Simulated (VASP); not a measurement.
Wanted: the native input for a VASP 6.6.1 run.

- Task: relaxation of cell and atoms
- Functional: LDA
- Potentials or basis: VASP PAW LDA potentials, release 64 (Zr_sv)
- Cutoff: 600 eV
- k mesh: 15 × 15 × 8
- Occupations: fermi-dirac, width 0.1 eV
- Spin: no spin polarisation
- Dipole correction: no
- Further INCAR settings: ALGO = Normal; EDIFF = 1e-06; IBRION = 2; EDIFFG = -0.005; NSW = 60; ISIF = 3

The structure of Zr lies in POSCAR:

```
Zr
1.0
    3.1432143070      0.0000000000      0.0000000000
   -1.5716071535      2.7221034394      0.0000000000
    0.0000000000      0.0000000000      5.0920071773
Zr
2
Direct
    0.3333333333      0.6666666667      0.2500000000
    0.6666666667      0.3333333333      0.7500000000
```

One way to write it, as run:

INCAR

```
PREC = Accurate
ENCUT = 600
EDIFF = 1E-6
ISMEAR = -1
SIGMA = 0.1
LREAL = False
LASPH = True
NELM = 80
ALGO = Normal
ISIF = 3
LWAVE = False
LCHARG = False
IBRION = 2
NSW = 60
EDIFFG = -0.005
```

KPOINTS

```
Automatic mesh
0
Gamma
  15 15 8
```

Potentials or basis: VASP PAW LDA potentials, release 64 (Zr_sv).

Run with:

```sh
$ cat potpaw_LDA.64/Zr_sv/POTCAR > POTCAR
$ mpirun -np 1 vasp_std > vasp.out
```

Results of the run:

* Relaxed volume: 21.81 Å³/atom
* Relaxed cell: a = 3.143 Å, b = 3.143 Å, c = 5.098 Å, α = 90.00°, β = 90.00°, γ = 120.00°
* Space group after relaxing (to 0.05 Å): P6_3/mmc (No. 194)
* Energy gained by relaxing: 0.0 meV/atom
* Ionic steps: 4
* Pressure after relaxing: 0.0 GPa
* Band gap on the k mesh: zero (band 12 reaches 10.54 eV, above the bottom of band 13 at 9.19 eV)

Run time: 6.5 min on 1 thread of Intel Xeon 8259CL (shared host), peak memory 0.23 GiB.
